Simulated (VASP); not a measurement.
# TiO2 in VASP: further runs

TiO2 is run at these levels: PBE, RPBE+D4, PBE+U; tasks: single point.

Program: VASP 6.6.1. These are calculated values, not measurements. Logs are shortened: lines on timing, memory, paths and dates and some standing lists are left out, and cuts for length are marked.

**1. The cell of the first run**

The typed cell holds 9 atoms: a = 2.979 Å, b = 4.777 Å, c = 7.280 Å, α = 88.62°, β = 78.19°, γ = 90.00°.

**2. Single point, PBE**

File INCAR:

```
PREC = Accurate
ENCUT = 520
EDIFF = 1E-7
ISMEAR = -1
SIGMA = 0.05
LREAL = F
LASPH = T
NELM = 80
ALGO = Normal
ISIF = 2
LWAVE = F
LCHARG = T
GGA = PE
LELF = T
LVHAR = T
NBANDS = 46
```

File KPOINTS:

```
regular mesh
0
Gamma
  9 6 4
```

File POSCAR:

```
TiO2
1.0
    2.9788323286     -0.0000734234      0.0001277567
    0.0000923762      4.7768512215     -0.0233548906
    1.4891503927      0.2107397912      7.1224532843
Ti O
3 6
Direct
   -0.0228771030      0.0003766779      0.0007024408
    0.3462407197      0.4866044528      0.3170033440
    0.6624379480      0.5141487651      0.6844007921
    0.4442941141      0.1873628977      0.1282846561
    0.7830584821      0.3022910173      0.4493435849
    0.1060189127      0.3052119301      0.8047912928
    0.9100986406      0.6955387965      0.1966165808
    0.2317063724      0.6984624232      0.5520650618
    0.5718729033      0.8133900494      0.8731252367
```

Potentials or basis: VASP PAW PBE potentials, release 64 (Ti_sv, O).

On the command line:

```sh
> cat potpaw_PBE.64/Ti_sv/POTCAR potpaw_PBE.64/O/POTCAR > POTCAR
> mpirun -np 1 vasp_std > vasp.out
```

OUTCAR:

```text
PREC = Accurate
   ENCUT = 520
   EDIFF = 1E-7
   ISMEAR = -1
   LREAL = F
   LASPH = T
   NELM = 80
   ISIF = 2
   GGA = PE

 ion  position               nearest neighbor table
   1  0.977  0.000  0.001-   9 1.90   4 1.90   6 1.99   7 1.99   9 2.04   4 2.04
   2  0.346  0.487  0.317-   5 1.95   5 1.97   7 1.97   8 1.98   7 1.99   4 1.99
   3  0.662  0.514  0.684-   8 1.95   8 1.97   6 1.97   5 1.98   6 1.99   9 1.99
   4  0.444  0.187  0.128-   1 1.90   2 1.99   1 2.04
   5  0.783  0.302  0.449-   2 1.95   2 1.97   3 1.98
   6  0.106  0.305  0.805-   3 1.97   3 1.99   1 1.99
   7  0.910  0.696  0.197-   2 1.97   2 1.99   1 1.99
   8  0.232  0.698  0.552-   3 1.95   3 1.97   2 1.98
   9  0.572  0.813  0.873-   1 1.90   3 1.99   1 2.04

  LATTYP: Found a base centered monoclinic cell.
 ALAT       =    14.2510150733
 B/A-ratio  =     0.2090259758
 C/A-ratio  =     0.3351977589
 COS(beta)  =    -0.0246932225

  Lattice vectors:

 A1 = (   1.4896819359,  -0.2108132146,  -7.1223255276)
 A2 = (  -1.4891503927,  -0.2107397912,  -7.1224532843)
 A3 = (   0.0000923762,   4.7768512215,  -0.0233548906)

Analysis of symmetry for initial positions (statically):
=====================================================================
 Subroutine PRICEL returns:
 Original cell was already a primitive cell.

 Routine SETGRP: Setting up the symmetry group for a
 base centered monoclinic supercell.

 Subroutine GETGRP returns: Found  1 space group operations
 (whereof  1 operations were pure point group operations)
 out of a pool of  4 trial point group operations.

The static configuration has the point symmetry C_1 .

Analysis of symmetry for dynamics (positions and initial velocities):
=====================================================================
 Subroutine PRICEL returns:
 Original cell was already a primitive cell.

 Routine SETGRP: Setting up the symmetry group for a
 base centered monoclinic supercell.

 Subroutine GETGRP returns: Found  1 space group operations
 (whereof  1 operations were pure point group operations)
 out of a pool of  4 trial point group operations.

The dynamic configuration has the point symmetry C_1 .

 Subroutine INISYM returns: Found  1 space group operations
 (whereof  1 operations are pure point group operations),
 and found     1 'primitive' translations

----------------------------------------------------------------------------------------

                                     Primitive cell

  volume of cell :     101.3623

  direct lattice vectors                    reciprocal lattice vectors
     2.978832329 -0.000073423  0.000127757     0.335705011 -0.000349606 -0.070178287
     0.000092376  4.776851222 -0.023354891     0.000005425  0.209312638 -0.006194295
     1.489150393  0.210739791  7.122453284    -0.000006004  0.000686353  0.140382009

  length of vectors
     2.978832332  4.776908315  7.279513784     0.342962051  0.209404274  0.140383687

  position of ions in fractional coordinates (direct lattice)
     0.977122897  0.000376678  0.000702441
     0.346240720  0.486604453  0.317003344
     0.662437948  0.514148765  0.684400792
     0.444294114  0.187362898  0.128284656
     0.783058482  0.302291017  0.449343585
     0.106018913  0.305211930  0.804791293
     0.910098641  0.695538797  0.196616581
     0.231706372  0.698462423  0.552065062
     0.571872903  0.813390049  0.873125237

  ion indices of the primitive-cell ions
   primitive index   ion index
                 1           1
                 2           2
                 3           3
                 4           4
                 5           5
                 6           6
                 7           7
                 8           8
                 9           9

----------------------------------------------------------------------------------------

 KPOINTS: regular mesh

[... 20 lines left out ...]
|           W    W   A  A   R    R  NN   N  II  NN   N  G    G  !!!           |
|           W    W  A    A  R    R  N N  N  II  N N  N  G       !!!           |
|           W WW W  AAAAAA  RRRRR   N  N N  II  N  N N  G  GGG   !            |
|           WW  WW  A    A  R   R   N   NN  II  N   NN  G    G                |
|           W    W  A    A  R    R  N    N  II  N    N   GGGG   !!!           |
|                                                                             |
|     Your reciprocal lattice and k-lattice belong to different lattice       |
|     classes:                                                                |
|                                                                             |
|        The reciprocal lattice is base-centered monoclinic,                  |
|        whereas your k-lattice is triclinic.                                 |
|                                                                             |
|     Results are often still useful ...                                      |
|                                                                             |
 -----------------------------------------------------------------------------

 WARNING: IBZKPT: internal override: KBLOWUP is changed to .FALSE.
      ... skipping the blow-up phase ...

 Subroutine IBZKPT returns following result:
 ===========================================

 Found    110 irreducible k-points:

 Following reciprocal coordinates:
            Coordinates               Weight
  0.000000  0.000000  0.000000      1.000000
  0.111111  0.000000 -0.000000      2.000000
  0.222222 -0.000000 -0.000000      2.000000
  0.333333  0.000000 -0.000000      2.000000
  0.444444 -0.000000 -0.000000      2.000000
 -0.000000  0.166667 -0.000000      2.000000
[... 16 lines left out ...]
 -0.111111  0.333333  0.000000      2.000000
  0.000000  0.500000 -0.000000      1.000000
 [... further k-points ...]
   k-points           NKPTS =    110   k-points in BZ     NKDIM =    110   number of bands    NBANDS=     46
   number of dos      NEDOS =    301   number of ions     NIONS =      9
   total plane-waves  NPLWV =  46656
   dimension x,y,z NGX =    24 NGY =   36 NGZ =   54
   dimension x,y,z NGXF=    48 NGYF=   72 NGZF=  108
   ions per type =               3   6
   NGX,Y,Z   is equivalent  to a cutoff of  13.39, 12.53, 12.33 a.u.
   NGXF,Y,Z  is equivalent  to a cutoff of  26.79, 25.06, 24.66 a.u.
 SYSTEM =  unknown system
   PREC   = accura    normal or accurate (medium, high low for compatibility)
   ISTART =      0    job   : 0-new  1-cont  2-samecut
   ICHARG =      2    charge: 1-file 2-atom 10-const
   ISPIN  =      1    spin polarized calculation?
   LNONCOLLINEAR =      F non collinear calculations
   LSORBIT =      F    spin-orbit coupling
   LASPH  =      T    aspherical Exc in radial PAW
   ENCUT  =  520.0 eV  38.22 Ry    6.18 a.u.   5.54  8.88 13.54*2*pi/ulx,y,z
   NELM   =     80;   NELMIN=  2; NELMDL= -5     # of ELM steps
   EDIFF  = 0.1E-06   stopping-criterion for ELM
   LREAL  =      F    real-space projection
   EDIFFG = 0.1E-05   stopping-criterion for IOM
   NSW    =      0    number of steps for IOM
   IBRION =     -1    ionic relax: 0-MD 1-quasi-New 2-CG
   NFREE  =      0    steps in history (QN), initial steepest desc. (CG)
   ISIF   =      2    stress and relaxation
   ISYM   =      2    0-nonsym 1-usesym 2-fastsym
   POTIM  = 0.5000    time-step for ionic-motion
   TEBEG  =    0.0;   TEEND  =   0.0 temperature during run
   PSTRESS=    0.0 pullay stress
   NELECT =      72.0000    total number of electrons
   NUPDOWN=      -1.0000    fix difference up-down
   EMIN   =  10.00;   EMAX   =-10.00  energy-range for DOS
   EFERMI =   0.00;   METHOD = LEGACY
   ISMEAR =    -1;   SIGMA  =   0.05  broadening in eV -4-tet -1-fermi 0-gaus
   EFERMI_NEDOS =   21; number of points for ismear=-14 and -15
   IALGO  =     38    algorithm
   IMIX   =      4    mixing-type and parameters
     AMIX     =   0.40;   BMIX     =  1.00
     AMIX_MAG =   1.60;   BMIX_MAG =  1.00
  volume/ion in A,a.u.               =      11.26        76.00
  Fermi-wavevector in a.u.,A,eV,Ry     =   1.460697  2.760318 29.029888  2.133637
  Thomas-Fermi vector in A             =   2.577116
   LORBIT       =      0    0 simple, 1 ext, 2 COOP (PROOUT), +10 PAW based schemes
   GGA     = PE    functional components
   LHFCALC =     F    Hartree Fock is set to
   AEXX    =    0.0000 exact exchange contribution
   IVDW    =     0    specifies the selected vdW correction
   LEPSILON=     F    determine dielectric tensor
   LRPA    =     F    only Hartree local field effects (RPA)
 non-spin polarized calculation
  energy-cutoff  :      520.00
  volume of cell :      101.36
 maximum number of plane-waves:      2752
 NGX is ok and might be reduce to    24
   NGX = 11   NGY = 17   NGZ = 27

 number of electron      71.9999993 magnetization

 Free energy of the ion-electron system (eV)
  ---------------------------------------------------
  ext. energy  EPLUGINS =         0.00000000
  ---------------------------------------------------
  free energy    TOTEN  =       -80.31813465 eV

  energy without entropy =      -80.31813465  energy(sigma->0) =      -80.31813465

 E-fermi :   4.6913     XC(G=0): -10.8533

 val. band max:        3.6175128321   @ k =   0.0000   0.0000   0.2500
 cond. band min:       5.9093507979   @ k =   0.0000   0.0000   0.0000
 fundamental gap:      2.2918379658
 Fermi energy:         4.6912552287

 k-point     1 :       0.0000    0.0000    0.0000
  band No.  band energies     occupation
      1     -53.0801      2.00000
      2     -53.0001      2.00000
      3     -52.9677      2.00000
      4     -29.4016      2.00000
      5     -29.3585      2.00000
      6     -29.2872      2.00000
[... 1165 lines left out ...]
     45       7.7570      0.00000
     46       9.3130      0.00000

 [... further k-points ...]
[... 5 lines left out ...]
  --------------------------------------------------------------------------------------
  -------------------------------------------------------------------------------------
  Total        0.5364008      0.3315063      0.4337909      0.0000922      0.0015836      0.0002265
  in kB        8.4785909      5.2399374      6.8566921      0.0014570      0.0250305      0.0035807
  external PRESSURE =       6.8584068 kB  Pullay stress =       0.0000000 kB

 VOLUME and BASIS-vectors are now :
 -----------------------------------------------------------------------------
  energy-cutoff  :      520.00
  volume of cell :      101.36
      direct lattice vectors                 reciprocal lattice vectors
     2.978832329 -0.000073423  0.000127757     0.335705011 -0.000349606 -0.070178287
     0.000092376  4.776851222 -0.023354891     0.000005425  0.209312638 -0.006194295
     1.489150393  0.210739791  7.122453284    -0.000006004  0.000686353  0.140382009

 POSITION                                       TOTAL-FORCE (eV/Angst)
 -----------------------------------------------------------------------------------
      2.91173      0.00188      0.00512         0.035981      0.000090      0.000152
      1.50350      2.39122      2.24652         0.002638     -0.000120     -0.038045
      2.99251      2.60019      4.86269         0.002903      0.000121      0.038212
      1.51453      0.92201      0.90938        -0.018877      0.018492      0.018815
      3.00177      1.53864      3.19347        -0.002064     -0.064102      0.009208
      1.51430      1.62755      5.72497         0.000086     -0.015482      0.011704
      3.00389      3.36385      1.38426         0.000011      0.015577     -0.011593
      1.51239      3.45278      3.91577        -0.001789      0.064071     -0.009459
      3.00380      4.06940      6.19987        -0.018890     -0.018646     -0.018994
 -----------------------------------------------------------------------------------
    total drift:                                0.000692     -0.000084      0.000025

  FREE ENERGIE OF THE ION-ELECTRON SYSTEM (eV)
  ---------------------------------------------------
  free  energy   TOTEN  =       -80.3181346543 eV

  energy  without entropy=      -80.3181346543  energy(sigma->0) =      -80.31813465
```

Run time: 7.3 min. Hardware: 1 thread of Intel Xeon Platinum 8375C at 2.90GHz (Ice Lake), shared host; peak memory 0.46 GiB.

Results:

* Free energy: -80.3181 eV
* Pressure: 0.7 GPa
* Largest force: 0.065 eV/Å
* Band gap on the k mesh: 2.29 eV (least direct gap 2.34 eV)

Forces in eV/Å, atoms in the order of the input:
```
Ti   0.036  0.000  0.000
Ti   0.003  0.000 -0.038
Ti   0.003  0.000  0.038
O   -0.019  0.018  0.019
O   -0.002 -0.064  0.009
O    0.000 -0.015  0.012
O    0.000  0.016 -0.012
O   -0.002  0.064 -0.009
O   -0.019 -0.019 -0.019
```

Stress tensor (GPa, compression positive):
```
0.85 0.00 0.00
0.00 0.52 0.00
0.00 0.00 0.69
```

Caveat: an odd mesh through Γ misses points on the zone boundary, where band edges can lie.

**3. Single point, RPBE+D4**

This run uses another cell than the first one, of 10.94 Å³/atom.

File INCAR:

```
PREC = Accurate
ENCUT = 520
EDIFF = 1E-6
ISMEAR = -1
SIGMA = 0.05
LREAL = F
LASPH = T
NELM = 100
ALGO = Normal
ISIF = 2
LWAVE = F
LCHARG = F
GGA = RP
IVDW = 13
NBANDS = 46
```

File KPOINTS:

```
Automatic mesh
0
Gamma
  9 6 4
```

File POSCAR:

```
TiO2
1.0
    2.9675545755     -0.0000654775      0.0001307511
    0.0001041877      4.6691119195     -0.0173525329
    1.4835214484      0.2142288658      7.1064991537
Ti O
3 6
Direct
    0.0030495768      0.0003752922      0.0007012992
    0.3453420477      0.4848617855      0.3178184244
    0.6623857947      0.5158860294      0.6835834346
    0.4411014189      0.1914854437      0.1258166370
    0.7789441715      0.2952134414      0.4501758139
    0.1026026480      0.3030029169      0.8028912241
    0.9047760620      0.6977519514      0.1985185449
    0.2284313143      0.7055381470      0.5512343783
    0.5662179560      0.8092720024      0.8755932334
```

Potentials or basis: VASP PAW PBE potentials, release 64 (Ti_sv, O).

On the command line:

```sh
> cat potpaw_PBE.64/Ti_sv/POTCAR potpaw_PBE.64/O/POTCAR > POTCAR
> mpirun -np 1 vasp_std > vasp.out
```

It took 3.4 min on 1 thread of Intel Xeon 6975P-C (Granite Rapids), shared host; peak memory 0.46 GiB.

The run converged. Its results:

| Item | Value |
| --- | --- |
| Free energy | -80.3466 eV |
| Pressure | 0.6 GPa |
| Largest force | 0.059 eV/Å |
| Band gap on the k mesh | 2.28 eV (least direct gap 2.33 eV) |
| Dispersion energy per atom | -0.420 eV |

Forces in eV/Å, atoms in the order of the input:
```
Ti   0.000  0.000  0.000
Ti  -0.001 -0.006 -0.027
Ti  -0.001  0.006  0.027
O    0.000  0.018  0.018
O    0.001 -0.058  0.006
O    0.000 -0.015  0.010
O    0.001  0.015 -0.010
O    0.000  0.058 -0.007
O    0.000 -0.018 -0.018
```

Stress tensor (GPa, compression positive):
```
0.77 0.00 0.00
0.00 0.45 0.00
0.00 0.00 0.71
```

Levels at points of the mesh, in eV from the valence-band top:
```
           k point  band 32  band 33  band 34  band 35  band 36  band 37  band 38  band 39  band 40  band 41
(0.00, 0.00, 0.00)    -0.93    -0.45    -0.36    -0.25    -0.05     2.28     2.67     2.82     2.92     3.13
(0.00, 0.50, 0.00)    -1.14    -1.09    -0.93    -0.85    -0.76     2.38     2.68     2.79     2.98     3.09
(0.00, 0.00, 0.50)    -1.16    -0.90    -0.82    -0.28    -0.17     2.41     2.67     2.82     2.97     3.01
(0.00, 0.50, 0.50)    -1.30    -0.89    -0.75    -0.70    -0.26     2.36     2.57     2.69     2.88     3.14
```

Caveat: the PAW data sets were made with another functional, which shifts forces and pressure a little; an odd mesh through Γ misses points on the zone boundary, where band edges can lie.

(Part 1 of 2 ends here.)
